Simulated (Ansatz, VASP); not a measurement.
# SnO: VASP beside Ansatz

The input INCAR:

```
PREC = Accurate
ENCUT = 1340
EDIFF = 1E-6
ISMEAR = 0
SIGMA = 0.15
LREAL = False
LASPH = True
NELM = 120
ALGO = Normal
ISIF = 2
LWAVE = False
LCHARG = False
NBANDS = 28
GGA_COMPAT = False
```

Contents of KPOINTS:

```
Automatic mesh
0
Gamma
  10 10 8
```

The input POSCAR:

```
SnO
1.0
    3.6528000000      0.0000000000      0.0000000000
    0.0000000000      3.6528000000      0.0000000000
    0.0000000000      0.0000000000      4.7726000000
Sn O
2 2
Direct
    0.0000000000      0.5000000000      0.2455950842
    0.5000000000      0.0000000000      0.7544049158
    0.0000000000      0.0000000000      0.0000000000
    0.5000000000      0.5000000000      0.0000000000
```

Input for Ansatz:

```yaml
crystal:
  lattice:
    - [3.6528, 0.0, 0.0]
    - [0.0, 3.6528, 0.0]
    - [0.0, 0.0, 4.7726]
  atoms:
    - { symbol: Sn, position: [0.0, 0.5, 0.2455950842] }
    - { symbol: Sn, position: [0.5, 0.0, 0.7544049158] }
    - { symbol: O, position: [0.0, 0.0, 0.0] }
    - { symbol: O, position: [0.5, 0.5, 0.0] }
basis:
  ecutwfc: 520.0
kpoints:
  mp_grid: { grid: [10, 10, 8] }
hamiltonian:
  xc: lda
  pseudopotentials: { kind: paw, azcp: { folder: soft_1 } }
scf:
  occupations: { method: gaussian, width: 0.15 }
output:
  forces: true
  stress: true
  eigenvalues: true
  write_density: true
  write_potential: true
  elf: true
  volumetric_format: npy
```

Alike in both runs: task single point; functional LDA; k mesh 10 × 10 × 8; occupations gaussian, width 0.15 eV; no spin polarisation.

```csv
,VASP,Ansatz
version,VASP 6.6.1,Ansatz 0.2.0
potentials or method,"VASP PAW LDA potentials, release 64 (Sn_d, O_h), cutoff 1340 eV","scalar-relativistic, plane waves, PAW"
valence electrons in the cell,40,40
```

VASP gave:

```
gap on the k mesh at the Fermi level (eV)                     : none
pressure (GPa)                                                : 5.6
traceless stress, the component that is largest in VASP (GPa) : -3.86
rms of the force components (eV/Å)                            : 0.182
```

Problem. What did Ansatz give for the same quantities?

Solution. gap on the k mesh at the Fermi level (eV): none; pressure (GPa): 5.0; traceless stress, the component that is largest in VASP (GPa): -3.91; rms of the force components (eV/Å): 0.120.

Ansatz warns that its potentials were made for another functional, while VASP's fit it. LDA's correlation is that of Perdew and Zunger in VASP and of Perdew and Wang (1992) in Ansatz. Atom by atom the forces differ by 0.062 eV/Å (rms over components). A gap of «none» marks a metal or a gap that the smearing closes.
